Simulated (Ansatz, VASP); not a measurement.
# SiC8: VASP beside Ansatz

```
C Si
1.0
     4.93130    0.00000    0.00000
    -2.46565    4.27064    0.00000
     0.00000    0.00000   17.40003
C Si
8 1
Cartesian
  1.2328 0.7118 4.0000
  0.0000 2.8471 4.0000
  3.6985 0.7118 4.0000
  2.4657 2.8471 4.0000
  0.0000 1.4235 4.0000
  -1.2328 3.5589 4.0000
  2.4657 1.4235 4.0000
  1.2328 3.5589 4.0000
  1.8492 1.0677 7.4000
```

Alike in both runs: task single point; functional PBE; dispersion D3(BJ); k mesh 6 × 6 × 1; occupations gaussian, width 0.1 eV; collinear spin.

```csv
,VASP,Ansatz
version,VASP 6.6.1,Ansatz 0.2.0
potentials or method,"VASP PAW PBE potentials, release 64 (C, Si), cutoff 520 eV","scalar-relativistic, plane waves, PAW"
valence electrons in the cell,36,36
```

```tsv
	VASP	Ansatz	Ansatz less VASP
gap on the k mesh at the Fermi level (eV)	none	none	-
rms of the force components (eV/Å)	0.028	0.028	+0.0002
net moment per atom (μB)	0.22	0.22	0.000
size of the moment on the site where the two differ most (μB)	0.55	1.25	+0.695
```

Site moments also hang on the region over which each program counts them. Atom by atom the forces differ by 0.000 eV/Å (rms over components). A gap of «none» marks a metal or a gap that the smearing closes. Ansatz's warnings: structure snapped to symmetry, vacuum below fermi, xc potential rough in thin density.
